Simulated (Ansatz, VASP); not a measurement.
# Al5Rh in VASP and in Ansatz

Contents of INCAR:

```
PREC = Accurate
ENCUT = 600
EDIFF = 1E-6
ISMEAR = 0
SIGMA = 0.1
LREAL = F
LASPH = T
NELM = 100
ALGO = Fast
ISIF = 3
LWAVE = F
LCHARG = F
GGA = PE
IBRION = 2
NSW = 100
EDIFFG = -0.01
```

Contents of KPOINTS:

```
Automatic mesh
0
Gamma
  10 10 10
```

Contents of POSCAR:

```
Al5Rh
1.0
    0.0000000000      3.6284966882      3.6284966882
    3.6284966882      0.0000000000      3.6284966882
    3.6284966882      3.6284966882      0.0000000000
Al Rh
5 1
Direct
    0.1248662808      0.6250445731      0.6250445731
    0.6250445731      0.1248662808      0.6250445731
    0.2500000000      0.2500000000      0.2500000000
    0.6250445731      0.6250445731      0.1248662808
    0.6250445731      0.6250445731      0.6250445731
    0.0000000000      0.0000000000      0.0000000000
```

Input for Ansatz:

```yaml
crystal:
  lattice:
    - [0.0, 3.6284966882, 3.6284966882]
    - [3.6284966882, 0.0, 3.6284966882]
    - [3.6284966882, 3.6284966882, 0.0]
  atoms:
    - { symbol: Al, position: [0.1248662808, 0.6250445731, 0.6250445731] }
    - { symbol: Al, position: [0.6250445731, 0.1248662808, 0.6250445731] }
    - { symbol: Al, position: [0.25, 0.25, 0.25] }
    - { symbol: Al, position: [0.6250445731, 0.6250445731, 0.1248662808] }
    - { symbol: Al, position: [0.6250445731, 0.6250445731, 0.6250445731] }
    - { symbol: Rh, position: [0.0, 0.0, 0.0] }
basis:
  ecutwfc: 420
kpoints:
  mp_grid: { grid: [10, 10, 10] }
hamiltonian:
  xc: pbe
scf:
  occupations: { method: gaussian, width: 0.1 }
output:
  forces: true
  stress: true
  eigenvalues: true
  write_density: true
  write_potential: true
  elf: true
  volumetric_format: npy
relax:
  adjacent_minimum: "off"
  f_tol: 0.01
  max_steps: 80
  cell: { stress_tol: 0.05 }
```

Change from the starting cell: species swapped into the CaAu5 type (F-43m, No. 216).

Alike in both runs: task relaxation of cell and atoms; functional PBE; k mesh 10 × 10 × 10; occupations gaussian, width 0.1 eV; no spin polarisation.

|  | VASP | Ansatz |
| --- | --- | --- |
| version | VASP 6.6.1 | Ansatz 0.2.0 |
| potentials or method | VASP PAW PBE potentials, release 64 (Al, Rh_pv), cutoff 600 eV | scalar-relativistic, plane waves, PAW |
| valence electrons in the cell | 30 | 32 |

|  | VASP | Ansatz | Ansatz less VASP |
| --- | --- | --- | --- |
| gap on the k mesh at the Fermi level, each at its own relaxed structure (eV) | none | none | - |
| relaxed volume (Å³/atom) | 15.93 | 15.93 | +0.001 |
| relaxed cell length with the largest relative difference (Å) | 5.132 | 5.132 | +0.0001 |

A gap of «none» marks a metal or a gap that the smearing closes. VASP's potentials hold 30 valence electrons a cell and Ansatz's 32, so a difference there can come from the potentials and not from the codes.
